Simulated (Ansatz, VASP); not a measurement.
Al2Pt in VASP and in Ansatz

```
CELL_PARAMETERS angstrom
0.00000 2.95237 2.95237
2.95237 0.00000 2.95237
2.95237 2.95237 0.00000
ATOMIC_POSITIONS crystal
Al 0.25000 0.25000 0.25000
Al 0.75000 0.75000 0.75000
Pt 0.00000 0.00000 0.00000
```

Alike in both runs: functional r2SCAN; k mesh 12 × 12 × 12; occupations gaussian, width 0.1 eV; no spin polarisation.

Ansatz relaxed the structure, and its values are those at the end. VASP's run is a single point on that final structure, the one shown.

```csv
,VASP,Ansatz
version,VASP 6.6.1,Ansatz 0.2.0
potentials or method,"VASP PAW PBE potentials, release 64 (Al, Pt), cutoff 550 eV","scalar-relativistic, plane waves, PAW"
valence electrons in the cell,16,24
```

VASP gave:

* gap on the k mesh at the Fermi level (eV): none
* pressure (GPa): -0.3

Question: Which values does Ansatz return?

Answer: gap on the k mesh at the Fermi level (eV): none; pressure (GPa): 0.0.

VASP's potentials were made for PBE, not for r2SCAN. A gap of «none» marks a metal or a gap that the smearing closes. VASP's potentials hold 16 valence electrons a cell and Ansatz's 24, so a difference there can come from the potentials and not from the codes.

Spin-orbit coupling is off throughout.
